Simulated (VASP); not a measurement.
Set up this calculation in VASP 6.6.1, as the native input.

```yaml
Task: single point
Functional: PBE
Dispersion: D3(BJ)
Potentials_or_basis: VASP PAW PBE potentials, release 64 (O, H, Mg, Cl)
Cutoff: 520 eV
k_mesh: 1 × 1 × 1
Occupations: fermi-dirac, width 0.02 eV
Spin: no spin polarisation
Dipole_correction: no
Further_INCAR_settings: LREAL = Auto; ALGO = Normal; EDIFF = 1e-06; NBANDS = 70
```

The structure of MgH20Cl2O10 lies in POSCAR:

```
MgH20Cl2O10
1.0
    7.8068320000      0.0000000000      0.0000000000
    0.0000000000      7.8068320000      0.0000000000
    0.0000000000      0.0000000000      7.8068320000
O H Mg Cl
10 20 1 2
Direct
    0.7282723645      0.9729811017      0.6526078696
    0.7690571540      0.3093828585      1.0842938595
    0.2476804932      0.2388036530      0.5505434215
    0.6061613725      0.6308576898     -0.0002433766
    0.6033177094      0.6525566324      0.5184049048
    0.1453086220      0.6412972637      1.0044535351
    0.4061058314      0.1975321103      0.1555944844
    0.4238082746      0.8462971920      0.1986080910
    0.1684293962      0.9497066159      0.8404817729
    0.3125979911      0.5401166568      0.4012254907
    0.7970198411      1.0139452213      0.5574988677
    0.7013728488      1.0620056894      0.7331527052
    0.7919089331      0.2044619380      1.1445103468
    0.8251362396      0.3034905836      0.9714696051
    0.1469738301      0.3007878228      0.6128990607
    0.1919984957      0.1450652454      0.4837301482
    0.6777140843      0.5334942522      0.0352639842
    0.6200978835      0.6513525589     -0.1236481072
    0.6190347122      0.7676609411      0.5773404628
    0.6941099796      0.5776222673      0.5629940544
    0.1384428408      0.7577593574      0.9436478203
    0.0909075538      0.5578062907      0.9347837894
    0.3538695338      0.2421853064      0.2553148319
    0.5179693889      0.2639354863      0.1337290209
    0.4337739047      0.9731476225      0.1870028713
    0.5275123123      0.7925750163      0.1337034024
    0.1929463834      0.9159157005      0.7258129802
    0.1497278281      1.0797465604      0.8387653276
    0.4300976376      0.5648514020      0.4520015289
    0.2824192963      0.4163916938      0.4451485571
    0.2125830298      0.7107620607      0.2446575000
    1.0397047099     -0.0764074339      0.3440576152
    0.9208985156      0.4087701644      0.7242502465
```

These files were run (other wordings do the same):

INCAR

```
PREC = Accurate
ENCUT = 520
EDIFF = 1E-6
ISMEAR = -1
SIGMA = 0.02
LREAL = Auto
LASPH = True
NELM = 60
ALGO = Normal
ISIF = 2
LWAVE = False
LCHARG = False
GGA = PE
IVDW = 12
NBANDS = 70
```

KPOINTS

```
Automatic mesh
0
Gamma
  1 1 1
```

Potentials or basis: VASP PAW PBE potentials, release 64 (O, H, Mg, Cl).

Command:

```console
$ cat potpaw_PBE.64/O/POTCAR potpaw_PBE.64/H/POTCAR potpaw_PBE.64/Mg/POTCAR potpaw_PBE.64/Cl/POTCAR > POTCAR
$ mpirun -np 1 vasp_gam > vasp.out
```

Results of the run:

The pressure is -1.9 GPa, the largest force is 2.782 eV/Å and the band gap on the k mesh is 4.19 eV. The dispersion energy per atom is -0.036 eV.

Caveat: the k points lie up to 0.80 Å⁻¹ apart.

Wall time 65 s on 1 thread of Intel(R) Xeon(R) Platinum 8259CL CPU @ 2.50GHz (Skylake/Cascade Lake), with other jobs on the host, peak memory 0.46 GiB.
